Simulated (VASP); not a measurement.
Input of a VASP 6.6.1 run:

File INCAR:

```
SYSTEM = Mg
PREC = Accurate
ENCUT = 520
EDIFF = 1E-6
ISMEAR = 0
SIGMA = 0.1
LREAL = .FALSE.
LASPH = .TRUE.
NELM = 60
ALGO = Normal
ISIF = 2
LWAVE = .FALSE.
LCHARG = .TRUE.
GGA = PE
LELF = .TRUE.
LVHAR = .TRUE.
NBANDS = 9
```

The input KPOINTS:

```
Automatic mesh
0
G
  15 15 8
  0 0 0
```

Contents of POSCAR:

```
Mg
1.0
    3.0761525552      0.0000000000      0.0000000000
   -1.5380762776      2.6640262587      0.0000000000
    0.0000000000      0.0000000000      4.9235978318
Mg
2
Direct
    0.3333333333      0.6666666667      0.2500000000
    0.6666666667      0.3333333333      0.7500000000
```

Potentials or basis: VASP PAW PBE potentials, release 64 (Mg).

The run is started by

```sh
$ cat potpaw_PBE.64/Mg/POTCAR > POTCAR
$ mpirun -np 1 vasp_std > vasp.out
```

Q: Estimate the band gap on the k mesh.

A: Zero (bands 2 and 3 overlap by 2.01 eV).

Q: Estimate the pressure.

A: 5.9 GPa.

Caveat: the cell stands under pressure.
